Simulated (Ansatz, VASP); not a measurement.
# Ag in VASP and in Ansatz

```
Ag
1.0
     0.00000    2.07414    2.07414
     2.07414    0.00000    2.07414
     2.07414    2.07414    0.00000
Ag
1
Direct
  0.00000 0.00000 0.00000
```

Alike in both runs: functional PBE; k mesh 16 × 16 × 16; occupations fermi-dirac, width 0.1 eV; no spin polarisation.

Ansatz relaxed the structure, and its values are those at the end. VASP's run is a single point on that final structure, the one shown.

```csv
,VASP,Ansatz
version,VASP 6.6.1,Ansatz 0.2.0
potentials or method,"VASP PAW PBE potentials, release 64 (Ag)","PAW with Ansatz's default frozen-core files, scalar-relativistic"
plane-wave cutoff (eV),520,420
valence electrons in the cell,11,19
```

```tsv
	VASP	Ansatz	Ansatz less VASP
pressure (GPa)	-0.1	0.0	+0.11
```

VASP's potentials hold 11 valence electrons a cell and Ansatz's 19, so a difference there can come from the potentials and not from the codes.
